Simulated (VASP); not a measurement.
Here is a VASP 6.6.1 calculation.

Contents of INCAR:

```
SYSTEM = Sb
ALGO = Normal
EDIFF = 1E-8
ENCUT = 520
GGA = PE
ISIF = 2
ISMEAR = -1
LASPH = .True.
LCHARG = .False.
LEFG = .True.
LREAL = .False.
LWAVE = .False.
NBANDS = 12
NELM = 80
PREC = Accurate
SIGMA = 0.05
```

KPOINTS

```
k-points
0
Gamma
  9 9 9
  0 0 0
```

File POSCAR:

```
Sb
1.0
    2.1755285804      1.2711226823      3.7609612501
   -2.1256720836      1.2496166789      3.7394552467
    0.0063035032     -2.4645793611      3.7315835032
Sb
2
Direct
    0.2336400000      0.2336400000      0.2336400000
    0.7663600000      0.7663600000      0.7663600000
```

Potentials or basis: VASP PAW PBE potentials, release 64 (Sb).

The run is started by

```console
$ cat potpaw_PBE.64/Sb/POTCAR > POTCAR
$ mpirun -np 1 vasp_std > vasp.out
```

(1) Estimate the pressure.

(2) Predict the largest force.

Results:

(1) 3.2 GPa.

(2) 0.251 eV/Å.

Caveat: the cell differs from its parent crystal (equal xy, yz and zx shear strains of +1 %); the cell stands under pressure; without QUAD_EFG the Cq values of the log hold for a quadrupole moment of 1 mb, not for the nuclei.
